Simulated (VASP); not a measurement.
Runs of VASP 6.6.1 on GaN. The structure is that of space group Fm-3m (No. 225), or close to it. The cells are those of the table. 

```tsv
cell	gap on the mesh (eV)	pressure (GPa)
a = 2.984 Å, angles 60.0°, 2 atoms	0.54	0.2
a = 2.770 Å, angles 60.0°, 2 atoms	2.10	86.1
a = 2.944 Å, angles 60.0°, 2 atoms	0.80	10.6
a = 2.860 Å, angles 60.0°, 2 atoms	(b)	40.0
a = 2.816 Å, angles 60.0°, 2 atoms	1.73	60.4
a = 2.902 Å, angles 60.0°, 2 atoms	(a)	23.7
```

Alike in all rows: task single point; level PBEsol; potentials or basis VASP PAW PBE potentials, release 64 (Ga_d, N); no spin polarisation; k mesh 12 × 12 × 12; cutoff (eV) 600; smearing gaussian 0.03 eV.

Task: Fill in the values left out.

Result: (a) 1.08; (b) 1.39.

Caveats: the PAW data sets were made with another functional, which shifts forces and pressure a little; the cell stands under pressure (at least some runs).

A k mesh can miss the band edges, and the runs leave out spin-orbit coupling on Ga.
